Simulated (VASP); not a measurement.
# Na4ICl3: single point with PBE

Crystal: Na4ICl3.

```xyz
8
Lattice="5.9896 -0.0001 0.0000 -0.0001 5.9919 -0.0014 -2.9947 -2.9972 5.8884" Properties=species:S:1:pos:R:3 pbc="T T T"
Na    2.9963   -0.0086    0.0014
Na   -0.0064    2.9998    0.0008
Na   -0.0007   -0.0105    3.1418
Na    2.9953    3.0020    2.7443
I     0.0017    0.0043   -0.0012
Cl    0.0006    0.0016    5.8873
Cl    0.0012    2.9975    2.9412
Cl    2.9963   -0.0024    2.9455
```

```
Program                : VASP 6.6.1
Task                   : single point
Functional             : PBE
Potentials or basis    : VASP PAW PBE potentials, release 64 (Na_pv, I, Cl)
Cutoff                 : 520 eV
k mesh                 : 4 × 4 × 4
Occupations            : gaussian, width 0.1 eV
Spin                   : no spin polarisation
Dipole correction      : no
Further INCAR settings : ALGO = Normal; EDIFF = 1e-06; NBANDS = 38
```

| Item | Value |
| --- | --- |
| Pressure | -0.1 GPa |
| Largest force | 0.005 eV/Å |
| Band gap on the k mesh | 4.35 eV |

Forces on the atoms (eV/Å):
```
Na   0.000  0.004 -0.001
Na   0.003 -0.001 -0.001
Na   0.000  0.005  0.002
Na  -0.001 -0.005 -0.001
I   -0.001 -0.002  0.001
Cl   0.000 -0.002  0.001
Cl  -0.001 -0.001  0.002
Cl  -0.001  0.002 -0.003
```

Levels at points of the mesh, in eV from the valence-band top:
| k point | band 24 | band 25 | band 26 | band 27 | band 28 | band 29 | band 30 | band 31 | band 32 | band 33 |
| --- | --- | --- | --- | --- | --- | --- | --- | --- | --- | --- |
| (0.00, 0.00, 0.00) | -0.76 | -0.76 | -0.07 | -0.07 | 0.00 | 4.35 | 6.21 | 7.06 | 7.06 | 8.01 |
| (0.50, 0.00, 0.00) | -0.79 | -0.69 | -0.40 | -0.34 | -0.07 | 6.34 | 6.65 | 7.34 | 7.89 | 7.99 |
| (0.00, 0.50, 0.00) | -0.79 | -0.69 | -0.39 | -0.34 | -0.07 | 6.34 | 6.65 | 7.34 | 7.89 | 7.99 |
| (0.50, 0.50, 0.00) | -0.55 | -0.55 | -0.25 | -0.12 | -0.06 | 6.14 | 6.27 | 7.36 | 7.50 | 8.12 |
| (0.00, 0.00, 0.50) | -0.60 | -0.60 | -0.51 | -0.17 | -0.17 | 5.89 | 6.03 | 6.36 | 6.72 | 7.17 |
| (0.50, 0.00, 0.50) | -0.79 | -0.69 | -0.40 | -0.34 | -0.07 | 6.34 | 6.65 | 7.34 | 7.89 | 7.99 |
| (0.00, 0.50, 0.50) | -0.79 | -0.69 | -0.39 | -0.34 | -0.07 | 6.34 | 6.65 | 7.33 | 7.88 | 7.98 |
| (0.50, 0.50, 0.50) | -0.55 | -0.55 | -0.25 | -0.12 | -0.06 | 6.14 | 6.27 | 7.36 | 7.50 | 8.12 |

Run time: 5.2 min on 1 thread of AMD EPYC 7R43 64-Core Processor (Zen 3), with other jobs on the host, peak memory 0.45 GiB.

Caveat: spin-orbit coupling is left out, which moves the levels of the heavy elements.
